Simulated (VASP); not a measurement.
Input of a VASP 6.6.1 run:

INCAR

```
SYSTEM = CuO
ALGO = Normal
EDIFF = 1E-7
ENCUT = 520
GGA = PS
ISIF = 2
ISMEAR = 0
LASPH = .True.
LCHARG = .False.
LREAL = .False.
LWAVE = .False.
NBANDS = 25
NELM = 100
PREC = Accurate
SIGMA = 0.1
```

File KPOINTS:

```
k-points
0
Gamma
  10 10 6
  0 0 0
```

File POSCAR:

```
CuO
1.0
    1.9909680000     -2.1535500000      0.0000000000
    1.9909680000      2.1535500000      0.0000000000
    0.0000000000      0.0000000000      5.1559280000
Cu O
2 2
Direct
    0.0000000000      0.5000000000      0.0000000000
    0.5000000000      0.0000000000      0.5000000000
    0.5000000000      0.5000000000      0.2500000000
    0.5000000000      0.5000000000      0.7500000000
```

Potentials or basis: VASP PAW PBE potentials, release 64 (Cu, O).

Run with:

```bash
$ cat potpaw_PBE.64/Cu/POTCAR potpaw_PBE.64/O/POTCAR > POTCAR
$ mpirun -np 1 vasp_std > vasp.out
```

(1) What does it give for the pressure?

(2) What does it give for the band gap on the k mesh?

Results:

(1) -5.4 GPa.

(2) zero (band 17 reaches 5.32 eV, above the bottom of band 18 at 4.22 eV).

Caveat: the PAW data sets were made with another functional, which shifts forces and pressure a little; semilocal functionals often make such compounds metallic where correlation or magnetic order opens a gap, which also shifts bond lengths.
